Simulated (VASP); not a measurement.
Wanted: the native input for a VASP 6.6.1 run.

```
Task                   : single point
Functional             : PBE
Potentials or basis    : VASP PAW PBE potentials, release 64 (Si, Cl)
Cutoff                 : 520 eV
k mesh                 : 6 × 6 × 6
Occupations            : gaussian, width 0.1 eV
Spin                   : no spin polarisation
Dipole correction      : no
Further INCAR settings : ALGO = Normal; EDIFF = 1e-06; NBANDS = 14
```

The structure of Si2Cl lies in POSCAR:

```
Si2Cl
1.0
    2.0405060500      1.1780867200      3.3572728000
   -2.0405060500      1.1780867200      3.3572728000
    0.0000000000     -2.3561734300      3.3572728000
Si Cl
2 1
Direct
    0.2487566200      0.2487566200      0.2487566200
    0.7512433800      0.7512433800      0.7512433800
    0.0000000000      0.0000000000      0.0000000000
```

One way to write it, as run:

INCAR

```
SYSTEM = Si2Cl
PREC     = Accurate       ! precision mode
ENCUT    = 520            ! plane-wave cutoff, eV
EDIFF    = 1E-6           ! SCF threshold, eV
ISMEAR   = 0              ! smearing method
SIGMA    = 0.1            ! smearing width, eV
LREAL    = .False.        ! projectors in reciprocal space
LASPH    = .True.         ! aspherical terms in the spheres
NELM     = 100            ! most SCF steps
ALGO     = Normal         ! electronic algorithm
ISIF     = 2              ! what is computed and relaxed
LWAVE    = .False.        ! write WAVECAR
LCHARG   = .True.         ! write CHGCAR
GGA      = PE             ! functional
LELF     = .True.         ! ELF
LVHAR    = .True.       
NBANDS   = 14             ! bands
```

KPOINTS

```
Automatic mesh
0
Gamma
  6 6 6
  0 0 0
```

Potentials or basis: VASP PAW PBE potentials, release 64 (Si, Cl).

Run with:

```console
$ cat potpaw_PBE.64/Si/POTCAR potpaw_PBE.64/Cl/POTCAR > POTCAR
$ mpirun -np 1 vasp_std > vasp.out
```

Results of the run:

```
Pressure               : 16.5 GPa
Largest force          : 0.101 eV/Å
Band gap on the k mesh : zero (an odd number of electrons rules out a gap without spin polarisation)
```

Caveat: the cell stands under pressure; an odd number of electrons without spin polarisation forces a metal; a magnetic or distorted state may lie lower.

Wall time 11 s on 1 thread of AMD EPYC 9R45 96-Core Processor (Zen 5), with other jobs on the host, peak memory 0.14 GiB.
